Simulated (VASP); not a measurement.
Runs of VASP 6.6.1 on MgSe. The structure is cubic, space group Fm-3m (No. 225). The conventional cell has a = 5.451 Å, b = 5.451 Å, c = 5.451 Å, α = 90.00°, β = 90.00°, γ = 90.00°. Se (site symmetry m-3m) has 6 Mg at 2.73 Å within 3.6 Å. Mg (site symmetry m-3m) has 6 Se at 2.73 Å within 3.6 Å. 

| task | level | spin | k mesh | cutoff (eV) | smearing | dipole correction | k mesh for the DOS | occupations for the DOS | tolerance level | purpose | gap on the mesh (eV) | pressure (GPa) | moment (μB) |
| --- | --- | --- | --- | --- | --- | --- | --- | --- | --- | --- | --- | --- | --- |
| single point | PBE | non-collinear, zero start, SOC | 8 × 8 × 8 | 520 | gaussian 0.01 eV | no | 12 × 12 × 12 | tetrahedron | - | - | - | - | 0.00 |
| single point | BLYP | non-collinear, zero start, SOC | 8 × 8 × 8 | 600 | fermi-dirac 0.1 eV | no | - | - | - | - | - | 4.5 | 0.00 |
| band structure | r2SCAN | off | 11 × 11 × 11 | 500 | gaussian 0.03 eV | - | - | - | tight | bands | 2.55 | (a) | - |
| band structure | r2SCAN | off | 6 × 6 × 6 | 240 | gaussian 0.03 eV | - | - | - | tight | bands | 2.46 | - | - |

Alike in all rows: potentials or basis VASP PAW PBE potentials, release 64 (Se, Mg); cell as given.

Problem. Fill in the values left out.

Solution. (a) 0.5.

Caveats: the PAW data sets were made with another functional, which shifts forces and pressure a little (at least some runs); the cell stands under pressure (at least some runs); the mesh misses the band edges, which the band path finds closer together (at least some runs); the cutoff is under 1.25 times the usual one of these potentials, so pressure, stress and relaxed cells hold a basis-set (Pulay) error (at least some runs).

A k mesh can miss the band edges, and rows without SOC leave out spin-orbit coupling on Se.
